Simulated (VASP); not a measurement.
# C3N: relaxation of cell and atoms with PBE+D3(BJ)

The system is C3N.

```xyz
8
Lattice="-1.4157 -2.4520 0.0000 -4.2470 2.4520 0.0000 0.0000 0.0000 -4.9782" Properties=species:S:1:pos:R:3 pbc="T T T"
C    -2.8313    1.6347   -2.9423
C    -1.4157   -0.8173   -2.9423
C    -1.4157   -0.8173   -4.5251
C    -4.2470    0.8173   -0.4531
C    -1.4157    0.8173   -2.0360
C    -4.2470    0.8173   -2.0360
N    -2.8313    1.6347   -4.5251
N    -1.4157    0.8173   -0.4531
```

```yaml
Program: VASP 6.6.1
Task: relaxation of cell and atoms
Functional: PBE
Dispersion: D3(BJ)
Potentials_or_basis: VASP PAW PBE potentials, release 64 (C, N)
Cutoff: 600 eV
k_mesh: 8 × 4 × 4
Occupations: gaussian, width 0.02 eV
Spin: no spin polarisation
Dipole_correction: no
Further_INCAR_settings: ALGO = Normal; EDIFF = 1e-06; IBRION = 2; EDIFFG = -0.015; NSW = 80; ISIF = 3
```

- Relaxed volume: 5.91 Å³/atom
- Relaxed cell: a = 2.452 Å, b = 4.679 Å, c = 4.130 Å, α = 94.29°, β = 90.00°, γ = 90.00°
- Space group after relaxing (to 0.05 Å): P2/m (No. 10)
- Energy gained by relaxing: 1642.5 meV/atom
- Ionic steps: 24
- Pressure after relaxing: 0.0 GPa
- Largest force after relaxing: 0.009 eV/Å
- Band gap on the k mesh: 1.84 eV, indirect (least direct gap 2.86 eV)
- Dispersion energy per atom: -0.180 eV

Forces in eV/Å, atoms in the order of the input:
```
C    0.003 -0.002 -0.009
C    0.008 -0.004  0.001
C   -0.002  0.001 -0.001
C    0.002 -0.001  0.001
C   -0.003  0.002  0.009
C   -0.008  0.004 -0.001
N    0.002 -0.001  0.000
N   -0.002  0.001  0.000
```

Step by step:
```tsv
step	energy change (eV)	largest force (eV/Å)	pressure (GPa)	volume (Å³)
1	0.0000	4.1586	-57.40	69.12
2	-6.8020	11.6375	90.87	41.70
3	-9.6076	7.7037	0.65	48.75
4	-3.1490	11.6872	159.59	39.17
5	-11.7993	4.2274	18.71	45.35
6	-11.8347	3.8029	22.46	44.97
7	-12.1482	6.4244	5.56	47.13
8	-12.8416	2.6247	8.88	46.16
9	-13.0027	1.7349	-2.61	47.66
10	-13.0500	1.0145	0.61	47.18
11	-13.0995	0.5514	-1.32	47.53
12	-13.0995	0.5508	-1.31	47.53
13	-13.1212	0.2580	-0.68	47.46
14	-13.1238	0.4032	-0.36	47.43
15	-13.1338	0.2041	0.27	47.33
16	-13.1339	0.1928	0.20	47.34
17	-13.1382	0.1785	-0.19	47.33
18	-13.1382	0.1758	-0.18	47.33
19	-13.1398	0.0699	-0.27	47.30
20	-13.1398	0.0701	-0.28	47.30
21	-13.1401	0.0510	-0.04	47.26
22	-13.1401	0.0368	-0.09	47.26
23	-13.1401	0.0248	0.00	47.24
24	-13.1402	0.0092	-0.03	47.25
```

Final structure:
```
C N
1.0
    -1.22597   -2.12344    0.00000
    -4.04951    2.33799    0.17153
     0.13662   -0.07888   -4.12697
C N
6 2
Direct
  0.00000 0.67773 0.54459
  0.50000 0.16748 0.58325
  0.50000 0.15466 0.96178
  0.50000 0.84534 0.03822
  0.00000 0.32227 0.45541
  0.50000 0.83252 0.41675
  0.00000 0.72548 0.89175
  0.00000 0.27452 0.10825
```

Levels at points of the mesh, in eV from the valence-band top:
```csv
k point,band 14,band 15,band 16,band 17,band 18,band 19,band 20,band 21
"(0.00, 0.00, 0.00)",-3.52,-2.87,-2.59,-0.86,2.27,2.86,3.53,3.81
"(0.50, 0.00, 0.00)",-7.68,-6.64,-5.03,-2.57,3.13,4.89,6.36,6.71
"(0.00, 0.50, 0.00)",-4.34,-4.20,-3.80,-0.43,2.71,3.88,4.44,4.60
"(0.50, 0.50, 0.00)",-7.73,-5.60,-3.46,-3.39,2.38,2.71,4.91,5.47
"(0.00, 0.00, 0.50)",-4.72,-3.90,-2.78,-1.94,2.10,3.31,3.68,5.31
"(0.50, 0.00, 0.50)",-6.84,-6.70,-5.55,-0.95,4.38,4.48,4.59,5.19
"(0.00, 0.50, 0.50)",-6.16,-5.16,-5.02,0.00,2.87,4.04,4.43,4.67
"(0.50, 0.50, 0.50)",-6.99,-6.57,-4.39,-2.86,1.93,3.17,4.38,4.46
```

Run time: 7.4 min on 1 thread of Intel(R) Xeon(R) 6975P-C (Granite Rapids), on a shared host, peak memory 0.25 GiB.

Caveat: the volume moved by over 15 % at a fixed basis, so the end points are rough. A k mesh can miss the band edges.
